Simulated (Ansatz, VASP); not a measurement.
# One calculation of Ag, two programs

INCAR

```
SYSTEM = Ag
PREC = Accurate
ENCUT = 520
EDIFF = 1E-6
ISMEAR = -1
SIGMA = 0.05
LREAL = .FALSE.
LASPH = .TRUE.
NELM = 80
ALGO = Fast
ISIF = 2
LWAVE = .FALSE.
LCHARG = .TRUE.
LELF = .TRUE.
LVHAR = .TRUE.
NBANDS = 18
```

KPOINTS

```
regular mesh
0
G
  10 10 6
  0 0 0
```

Contents of POSCAR:

```
Ag
1.0
    2.9300000000      0.0000000000      0.0000000000
   -1.4650000000      2.5374544331      0.0000000000
    0.0000000000      0.0000000000      4.7900000000
Ag
2
Direct
    0.6666666667      0.3333333333      0.7500000000
    0.3333333333      0.6666666667      0.2500000000
```

input.yaml

```yaml
crystal:
  lattice:
    - [2.93, 0.0, 0.0]
    - [-1.465, 2.5374544331, 0.0]
    - [0.0, 0.0, 4.79]
  atoms:
    - { symbol: Ag, position: [0.6666666667, 0.3333333333, 0.75] }
    - { symbol: Ag, position: [0.3333333333, 0.6666666667, 0.25] }
kpoints:
  mp_grid: { grid: [10, 10, 6] }
  band_path:
    path:
      - [0.0, 0.0, 0.0]
      - [0.5, 0.0, 0.0]
      - [0.3333333333, 0.3333333333, 0.0]
      - [0.0, 0.0, 0.0]
      - [0.0, 0.0, 0.5]
      - [0.5, 0.0, 0.5]
      - [0.3333333333, 0.3333333333, 0.5]
      - [0.0, 0.0, 0.5]
    npoints: 8
scf:
  occupations: { method: fermi_dirac, width: 0.05 }
hamiltonian:
  xc: lda
  pseudopotentials: { kind: all_electron, lapw: { basis_error: 0.001 } }
output:
  forces: true
  stress: true
  eigenvalues: true
```

Alike in both runs: functional LDA; k mesh 10 × 10 × 6; occupations fermi-dirac, width 0.05 eV; no spin polarisation.

|  | VASP | Ansatz |
| --- | --- | --- |
| version | VASP 6.6.1 | Ansatz 0.2.0 |
| potentials or method | VASP PAW LDA potentials, release 64 (Ag), cutoff 520 eV | all-electron LAPW, scalar-relativistic |
| task | single point | band structure |

Ansatz gave:

```
gap on the k mesh at the Fermi level (eV)                     : none
pressure (GPa)                                                : -10.5
traceless stress, the component that is largest in VASP (GPa) : -0.40
```

What did VASP give for the same quantities?

gap on the k mesh at the Fermi level (eV): none; pressure (GPa): -10.3; traceless stress, the component that is largest in VASP (GPa): -0.40.

LDA's correlation is that of Perdew and Zunger in VASP and of Perdew and Wang (1992) in Ansatz. A gap of «none» marks a metal or a gap that the smearing closes. Ansatz ran all-electron here, and VASP with PAW potentials.
